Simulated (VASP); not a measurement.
Runs of VASP 6.6.1 on BN (wurtzite type). The structure is that of space group P6_3mc (No. 186), or close to it. The cells are those of the table. 

```tsv
task	cell	cutoff (eV)	gap on the mesh (eV)	pressure (GPa)
relaxation of shape and atoms at fixed volume	relaxed from a = 2.201, b = 2.201, c = 3.641 Å, angles 90.0, 90.0, 120.0°, 4 atoms, atomic positions A	600	(a)	371.3
single point	a = 2.555, b = 2.555, c = 4.225 Å, angles 90.0, 90.0, 120.0°, 4 atoms, atomic positions A	520	5.21	0.2
relaxation of shape and atoms at fixed volume	relaxed from a = 2.371, b = 2.371, c = 3.922 Å, angles 90.0, 90.0, 120.0°, 4 atoms, atomic positions A	600	4.60	125.0
single point	a = 2.447, b = 2.447, c = 4.051 Å, angles 90.0, 90.0, 120.0°, 4 atoms, atomic positions A	520	4.90	60.6
relaxation of shape and atoms at fixed volume	relaxed from a = 2.448, b = 2.448, c = 4.048 Å, angles 90.0, 90.0, 120.0°, 4 atoms, atomic positions A	600	4.90	60.3
relaxation of cell and atoms	relaxed from a = 3.049, b = 3.049, c = 4.969 Å, angles 90.0, 90.0, 120.0°, 4 atoms, atomic positions A	600	5.21	0.0
```

Alike in all rows: level PBE; potentials or basis VASP PAW PBE potentials, release 64 (B, N); no spin polarisation; k mesh 12 × 12 × 6; smearing fermi-dirac 0.05 eV.

Problem. Estimate the missing entries.

Solution. (a) 3.62.

Caveats: the cell stands under pressure (at least some runs).

A k mesh can miss the band edges.
